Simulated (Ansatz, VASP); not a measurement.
**KBr: VASP beside Ansatz**

```
K Br
1.0
     0.00000    3.30225    3.30225
     3.30225    0.00000    3.30225
     3.30225    3.30225    0.00000
K Br
1 1
Direct
  0.00000 0.00000 0.00000
  0.50000 0.50000 0.50000
```

Alike in both runs: task single point; functional PBE; k mesh 4 × 4 × 4; occupations gaussian, width 0.2 eV; no spin polarisation.

|  | VASP | Ansatz |
| --- | --- | --- |
| version | VASP 6.6.1 | Ansatz 0.2.0 |
| potentials or method | VASP PAW PBE potentials, release 64 (K_sv, Br) | plane waves |
| plane-wave cutoff (eV) | 520 | 420 |
| valence electrons in the cell | 16 | 16 |

|  | VASP | Ansatz | Ansatz less VASP |
| --- | --- | --- | --- |
| gap on the k mesh at the Fermi level (eV) | 4.43 | 4.43 | +0.002 |
| pressure (GPa) | 0.7 | 0.7 | -0.04 |
